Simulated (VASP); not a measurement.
# Sr (Fm-3m) in VASP: a series of runs

The runs below take Sr through single point, with PBEsol.

All numbers are computed with VASP 6.6.1; they aren't measurements. Logs are shortened: lines on timing, memory, paths and dates and some standing lists are left out, and cuts for length are marked.

**1. The cell of the first run**

Symmetry: Fm-3m, No. 225, cubic system. Conventional cell: a = 4.540 Å, b = 4.540 Å, c = 4.540 Å, α = 90.00°, β = 90.00°, γ = 90.00°. Sr (site symmetry m-3m) has 12 Sr at 3.21 Å within 4.2 Å.

**2. Single point, PBEsol**

INCAR reads:

```
PREC = Accurate ; ENCUT = 520
EDIFF = 1E-7 ; ISMEAR = -1
SIGMA = 0.05 ; LREAL = F
LASPH = T ; NELM = 60
ALGO = Fast ; ISIF = 2
LWAVE = F ; LCHARG = F
GGA = PS ; NBANDS = 11
```

KPOINTS reads:

```
Automatic mesh
0
Gamma
  8 8 8
```

POSCAR reads:

```
Sr
1.0
    0.0000000000      2.2701134852      2.2701134852
    2.2701134852      0.0000000000      2.2701134852
    2.2701134852      2.2701134852      0.0000000000
Sr
1
Direct
    0.0000000000      0.0000000000      0.0000000000
```

Potentials or basis: VASP PAW PBE potentials, release 64 (Sr_sv).

Started as:

```bash
> cat potpaw_PBE.64/Sr_sv/POTCAR > POTCAR
> mpirun -np 1 vasp_std > vasp.out
```

OUTCAR:

```text
PREC = Accurate
   ENCUT = 520
   EDIFF = 1E-7
   ISMEAR = -1
   LREAL = F
   LASPH = T
   NELM = 60
   ISIF = 2
   GGA = PS

 ion  position               nearest neighbor table
   1  0.000  0.000  0.000-

  LATTYP: Found a face centered cubic cell.
 ALAT       =     4.5402269704

  Lattice vectors:

 A1 = (   0.0000000000,   2.2701134852,   2.2701134852)
 A2 = (   2.2701134852,   0.0000000000,   2.2701134852)
 A3 = (   2.2701134852,   2.2701134852,   0.0000000000)

Analysis of symmetry for initial positions (statically):
=====================================================================
 Subroutine PRICEL returns:
 Original cell was already a primitive cell.

 Routine SETGRP: Setting up the symmetry group for a
 face centered cubic supercell.

 Subroutine GETGRP returns: Found 48 space group operations
 (whereof 48 operations were pure point group operations)
 out of a pool of 48 trial point group operations.

The static configuration has the point symmetry O_h .

Analysis of symmetry for dynamics (positions and initial velocities):
=====================================================================
 Subroutine PRICEL returns:
 Original cell was already a primitive cell.

 Routine SETGRP: Setting up the symmetry group for a
 face centered cubic supercell.

 Subroutine GETGRP returns: Found 48 space group operations
 (whereof 48 operations were pure point group operations)
 out of a pool of 48 trial point group operations.

The dynamic configuration has the point symmetry O_h .

 Subroutine INISYM returns: Found 48 space group operations
 (whereof 48 operations are pure point group operations),
 and found     1 'primitive' translations

----------------------------------------------------------------------------------------

                                     Primitive cell

  volume of cell :      23.3977

  direct lattice vectors                    reciprocal lattice vectors
     0.000000000  2.270113485  2.270113485    -0.220253306  0.220253306  0.220253306
     2.270113485  0.000000000  2.270113485     0.220253306 -0.220253306  0.220253306
     2.270113485  2.270113485  0.000000000     0.220253306  0.220253306 -0.220253306

  length of vectors
     3.210425279  3.210425279  3.210425279     0.381489916  0.381489916  0.381489916

  position of ions in fractional coordinates (direct lattice)
     0.000000000  0.000000000  0.000000000

  ion indices of the primitive-cell ions
   primitive index   ion index
                 1           1

[... 71 lines left out ...]
   EDIFF  = 0.1E-06   stopping-criterion for ELM
   LREAL  =      F    real-space projection
   EDIFFG = 0.1E-05   stopping-criterion for IOM
   NSW    =      0    number of steps for IOM
   IBRION =     -1    ionic relax: 0-MD 1-quasi-New 2-CG
   NFREE  =      0    steps in history (QN), initial steepest desc. (CG)
   ISIF   =      2    stress and relaxation
   ISYM   =      2    0-nonsym 1-usesym 2-fastsym
   POTIM  = 0.5000    time-step for ionic-motion
   TEBEG  =    0.0;   TEEND  =   0.0 temperature during run
   PSTRESS=    0.0 pullay stress
   NELECT =      10.0000    total number of electrons
   NUPDOWN=      -1.0000    fix difference up-down
   EMIN   =  10.00;   EMAX   =-10.00  energy-range for DOS
   EFERMI =   0.00;   METHOD = LEGACY
   ISMEAR =    -1;   SIGMA  =   0.05  broadening in eV -4-tet -1-fermi 0-gaus
   EFERMI_NEDOS =   21; number of points for ismear=-14 and -15
   IALGO  =     68    algorithm
   IMIX   =      4    mixing-type and parameters
     AMIX     =   0.40;   BMIX     =  1.00
     AMIX_MAG =   1.60;   BMIX_MAG =  1.00
  volume/ion in A,a.u.               =      23.40       157.90
  Fermi-wavevector in a.u.,A,eV,Ry     =   1.233154  2.330323 20.689950  1.520668
  Thomas-Fermi vector in A             =   2.367895
   LORBIT       =      0    0 simple, 1 ext, 2 COOP (PROOUT), +10 PAW based schemes
   GGA     = PS    functional components
   LHFCALC =     F    Hartree Fock is set to
   AEXX    =    0.0000 exact exchange contribution
   IVDW    =     0    specifies the selected vdW correction
   LEPSILON=     F    determine dielectric tensor
   LRPA    =     F    only Hartree local field effects (RPA)
 non-spin polarized calculation
 RMM-DIIS sequential band-by-band and
  energy-cutoff  :      520.00
  volume of cell :       23.40
 maximum number of plane-waves:       648
   NGX = 11   NGY = 11   NGZ = 11

 number of electron      10.0000000 magnetization

 Free energy of the ion-electron system (eV)
  ---------------------------------------------------
  ext. energy  EPLUGINS =         0.00000000
  ---------------------------------------------------
  free energy    TOTEN  =        -0.19717314 eV

  energy without entropy =       -0.18510042  energy(sigma->0) =       -0.19113678

 E-fermi :   5.3266     XC(G=0): -10.6723

 val. band max:        5.3164736887   @ k =  -0.3750   0.2500   0.1250
 cond. band min:       5.4021214774   @ k =  -0.2500   0.3750   0.1250
 fundamental gap:      0.0856477886
 Fermi energy:         5.3266348164

 k-point     1 :       0.0000    0.0000    0.0000
  band No.  band energies     occupation
      1     -30.2702      2.00000
      2     -11.0093      2.00000
      3     -11.0093      2.00000
      4     -11.0093      2.00000
      5       1.5367      2.00000
      6       8.6037      0.00000
      7       8.6037      0.00000
      8       8.6037      0.00000
      9      12.1491      0.00000
     10      12.1491      0.00000
     11      15.6653      0.00000
[... 309 lines left out ...]
 k-point    24 :      -0.3750    0.2500    0.1250
  band No.  band energies     occupation
      1     -29.7175      2.00000
      2     -13.2450      2.00000
      3     -12.0428      2.00000
      4     -11.5398      2.00000
      5       5.3165      1.10126
      6       5.9809      0.00000
      7       8.2415      0.00000
      8       9.6780      0.00000
      9      13.9144      0.00000
     10      16.1260      0.00000
     11      17.7834      0.00000

 [... further k-points ...]
[... 5 lines left out ...]
  --------------------------------------------------------------------------------------
  -------------------------------------------------------------------------------------
  Total        4.4529831      4.4529831      4.4529831     -0.0000000     -0.0000000     -0.0000000
  in kB      304.9221200    304.9221200    304.9221200     -0.0000000     -0.0000000     -0.0000000
  external PRESSURE =     304.9221200 kB  Pullay stress =       0.0000000 kB

 VOLUME and BASIS-vectors are now :
 -----------------------------------------------------------------------------
  energy-cutoff  :      520.00
  volume of cell :       23.40
      direct lattice vectors                 reciprocal lattice vectors
     0.000000000  2.270113485  2.270113485    -0.220253306  0.220253306  0.220253306
     2.270113485  0.000000000  2.270113485     0.220253306 -0.220253306  0.220253306
     2.270113485  2.270113485  0.000000000     0.220253306  0.220253306 -0.220253306

 POSITION                                       TOTAL-FORCE (eV/Angst)
 -----------------------------------------------------------------------------------
      0.00000      0.00000      0.00000         0.000000      0.000000      0.000000
 -----------------------------------------------------------------------------------
    total drift:                                0.000000      0.000000     -0.000000

  FREE ENERGIE OF THE ION-ELECTRON SYSTEM (eV)
  ---------------------------------------------------
  free  energy   TOTEN  =        -0.1971731415 eV

  energy  without entropy=       -0.1851004172  energy(sigma->0) =       -0.19113678
```

It took 4.6 s on 1 thread of Intel Xeon 6975P-C (Granite Rapids), shared host; peak memory 0.13 GiB.

Results:

```
Free energy            : -0.1972 eV
Pressure               : 30.5 GPa
Band gap on the k mesh : zero (band 5 reaches 5.68 eV, above the bottom of band 6 at 4.32 eV)
```

Caveat: the PAW data sets were made with another functional, which shifts forces and pressure a little.

**3. Single point, PBEsol**

This run uses another cell than the first one, of 27.43 Å³/atom, 1.172 times its volume.

INCAR reads:

```
SYSTEM = Sr
PREC = Accurate
ENCUT = 520
EDIFF = 1E-6
ISMEAR = -1
SIGMA = 0.05
LREAL = .False.
LASPH = .True.
NELM = 100
ALGO = Normal
ISIF = 2
LWAVE = .False.
LCHARG = .False.
GGA = PS
NBANDS = 11
```

KPOINTS reads:

```
regular mesh
0
Gamma
  8 8 8
  0 0 0
```

POSCAR reads:

```
Sr
1.0
    0.0000000000      2.3935782156      2.3935782156
    2.3935782156      0.0000000000      2.3935782156
    2.3935782156      2.3935782156      0.0000000000
Sr
1
Direct
    0.0000000000      0.0000000000      0.0000000000
```

Potentials or basis: VASP PAW PBE potentials, release 64 (Sr_sv).

Started as:

```bash
> cat potpaw_PBE.64/Sr_sv/POTCAR > POTCAR
> mpirun -np 1 vasp_std > vasp.out
```

Wall time 4.4 s (1 thread of Intel Xeon 6975P-C (Granite Rapids), shared host); peak memory 0.15 GiB.

The run converged. Its results:

| Property | Result |
| --- | --- |
| Free energy | -0.8234 eV |
| Pressure | 20.2 GPa |
| Band gap on the k mesh | zero (band 5 reaches 4.56 eV, above the bottom of band 6 at 3.81 eV) |

Levels at points of the mesh, in eV from the Fermi level:
| k point | band 3 | band 4 | band 5 | band 6 | band 7 | band 8 |
| --- | --- | --- | --- | --- | --- | --- |
| (0.00, 0.00, 0.00) | -16.72 | -16.72 | -4.03 | 3.17 | 3.17 | 3.17 |
| (0.50, 0.00, 0.00) | -16.93 | -16.93 | -1.43 | 2.59 | 2.82 | 2.82 |
| (0.50, 0.50, 0.00) | -17.31 | -17.31 | -1.73 | -0.57 | 4.56 | 8.54 |

Caveat: the PAW data sets were made with another functional, which shifts forces and pressure a little.

**4. Single point, PBEsol**

This run uses another cell than the first one, of 33.99 Å³/atom, 1.453 times its volume.

INCAR reads:

```
SYSTEM = Sr
PREC     = Accurate       ! precision mode
ENCUT    = 520            ! plane-wave cutoff, eV
EDIFF    = 1E-7           ! SCF threshold, eV
ISMEAR   = -1             ! smearing method
SIGMA    = 0.05           ! smearing width, eV
LREAL    = .FALSE.        ! projectors in reciprocal space
LASPH    = .TRUE.         ! aspherical terms in the spheres
NELM     = 60             ! most SCF steps
ALGO     = Normal         ! electronic algorithm
ISIF     = 2              ! what is computed and relaxed
LWAVE    = .FALSE.        ! write WAVECAR
LCHARG   = .FALSE.        ! write CHGCAR
GGA      = PS             ! functional
NBANDS   = 11             ! bands
```

KPOINTS reads:

```
Automatic mesh
0
G
  8 8 8
  0 0 0
```

POSCAR reads:

```
Sr
1.0
    0.0000000000      2.5711062272      2.5711062272
    2.5711062272      0.0000000000      2.5711062272
    2.5711062272      2.5711062272      0.0000000000
Sr
1
Direct
    0.0000000000      0.0000000000      0.0000000000
```

Started as:

```bash
> cat potpaw_PBE.64/Sr_sv/POTCAR > POTCAR
> mpirun -np 1 vasp_std > vasp.out
```

Run time: 5.5 s. Hardware: 1 thread of Intel Xeon 6975P-C (Granite Rapids), shared host; peak memory 0.15 GiB.

Results (log left out):

```yaml
Free_energy: -1.4145 eV
Pressure: 10.1 GPa
Band_gap_on_the_k_mesh: zero (band 5 reaches 3.39 eV, above the bottom of band 6 at 3.15 eV)
```

Levels at points of the mesh, in eV from the Fermi level:
| k point | band 1 | band 2 | band 3 | band 4 | band 5 | band 6 | band 7 | band 8 | band 9 | band 10 |
| --- | --- | --- | --- | --- | --- | --- | --- | --- | --- | --- |
| (0.00, 0.00, 0.00) | -35.70 | -17.32 | -17.32 | -17.32 | -4.15 | 2.88 | 2.88 | 2.88 | 5.32 | 5.32 |
| (0.50, 0.00, 0.00) | -35.59 | -18.28 | -17.44 | -17.44 | -1.38 | 1.36 | 2.61 | 2.61 | 7.13 | 7.13 |
| (0.50, 0.50, 0.00) | -35.55 | -18.21 | -17.65 | -17.65 | -1.33 | -0.22 | 2.93 | 7.17 | 7.68 | 7.68 |

Caveat: the PAW data sets were made with another functional, which shifts forces and pressure a little.

**5. Single point, PBEsol**

This run uses another cell than the first one, of 40.05 Å³/atom, 1.712 times its volume.

INCAR reads:

```
PREC = Accurate ; ENCUT = 520
EDIFF = 1E-7 ; ISMEAR = -1
SIGMA = 0.05 ; LREAL = F
LASPH = T ; NELM = 100
ALGO = Normal ; ISIF = 2
LWAVE = F ; LCHARG = F
GGA = PS ; NBANDS = 11
```

KPOINTS reads:

```
Automatic mesh
0
Gamma
  8 8 8
```

POSCAR reads:

```
Sr
1.0
    0.0000000000      2.7154654704      2.7154654704
    2.7154654704      0.0000000000      2.7154654704
    2.7154654704      2.7154654704      0.0000000000
Sr
1
Direct
    0.0000000000      0.0000000000      0.0000000000
```

Started as:

```bash
> cat potpaw_PBE.64/Sr_sv/POTCAR > POTCAR
> mpirun -np 1 vasp_std > vasp.out
```

Wall time 7 s (1 thread of Intel Xeon 6975P-C (Granite Rapids), shared host); peak memory 0.16 GiB.

It converged, with:

```yaml
Free_energy: -1.6941 eV
Pressure: 5.0 GPa
Band_gap_on_the_k_mesh: 0.13 eV, indirect (least direct gap 0.55 eV)
```

Levels at points of the mesh, in eV from the valence-band top:
| k point | band 1 | band 2 | band 3 | band 4 | band 5 | band 6 | band 7 | band 8 | band 9 | band 10 |
| --- | --- | --- | --- | --- | --- | --- | --- | --- | --- | --- |
| (0.00, 0.00, 0.00) | -35.83 | -17.60 | -17.60 | -17.60 | -3.94 | 2.81 | 2.81 | 2.81 | 4.88 | 4.88 |
| (0.50, 0.00, 0.00) | -35.77 | -18.18 | -17.68 | -17.68 | -1.18 | 0.87 | 2.58 | 2.58 | 6.38 | 6.38 |
| (0.50, 0.50, 0.00) | -35.75 | -18.14 | -17.81 | -17.81 | -0.93 | 0.13 | 2.20 | 6.41 | 6.83 | 6.83 |

Caveat: the PAW data sets were made with another functional, which shifts forces and pressure a little. A k mesh can miss the band edges.

**6. The runs side by side**

| cell | gap on the mesh (eV) | pressure (GPa) |
| --- | --- | --- |
| a = 3.210 Å, angles 60.0°, 1 atom | none | 30.5 |
| a = 3.385 Å, angles 60.0°, 1 atom | none | 20.2 |
| a = 3.636 Å, angles 60.0°, 1 atom | none | 10.1 |
| a = 3.840 Å, angles 60.0°, 1 atom | 0.13 | 5.0 |

Alike in all rows: task single point; level PBEsol; potentials or basis VASP PAW PBE potentials, release 64 (Sr_sv); no spin polarisation; k mesh 8 × 8 × 8; cutoff (eV) 520; smearing fermi-dirac 0.05 eV.

Caveats: the PAW data sets were made with another functional, which shifts forces and pressure a little.

Total energies depend on the potentials used, so only differences within one code and one set of settings carry meaning.
